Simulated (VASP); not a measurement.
Wanted: the native input for a VASP 6.6.1 run.

```
Task                   : single point
Functional             : PBE
Potentials or basis    : VASP PAW PBE potentials, release 64 (Zn, S)
Cutoff                 : 520 eV
k mesh                 : 12 × 12 × 4
Occupations            : gaussian, width 0.01 eV
Spin                   : no spin polarisation
Dipole correction      : no
Further INCAR settings : ALGO = Normal; EDIFF = 1e-07; NBANDS = 46
```

The structure of ZnS lies in POSCAR:

```
ZnS
1.0
    3.8461551846      0.0000000000      0.0000000000
   -1.9230775923      3.3308680968      0.0000000000
    0.0000000000      0.0000000000     12.5886853746
Zn S
4 4
Direct
    0.6666666667      0.3333333333      0.7500383538
    0.3333333333      0.6666666667      0.2500383538
    0.0000000000      0.0000000000      0.5000855079
    0.0000000000      0.0000000000      0.0000855079
    0.6666666667      0.3333333333      0.9376114930
    0.3333333333      0.6666666667      0.4376114930
    0.0000000000      0.0000000000      0.6872636452
    0.0000000000      0.0000000000      0.1872636452
```

These files were run (other wordings do the same):

INCAR

```
PREC = Accurate
ENCUT = 520
EDIFF = 1E-7
ISMEAR = 0
SIGMA = 0.01
LREAL = F
LASPH = T
NELM = 100
ALGO = Normal
ISIF = 2
LWAVE = F
LCHARG = F
GGA = PE
NBANDS = 46
```

KPOINTS

```
regular mesh
0
Gamma
  12 12 4
```

Potentials or basis: VASP PAW PBE potentials, release 64 (Zn, S).

Run with:

```bash
$ cat potpaw_PBE.64/Zn/POTCAR potpaw_PBE.64/S/POTCAR > POTCAR
$ mpirun -np 1 vasp_std > vasp.out
```

Results of the run:

* Pressure: 0.2 GPa
* Band gap on the k mesh: 2.05 eV

Run time: 12 min on 1 thread of Intel(R) Xeon(R) 6975P-C (Granite Rapids), on a shared host, peak memory 0.47 GiB.
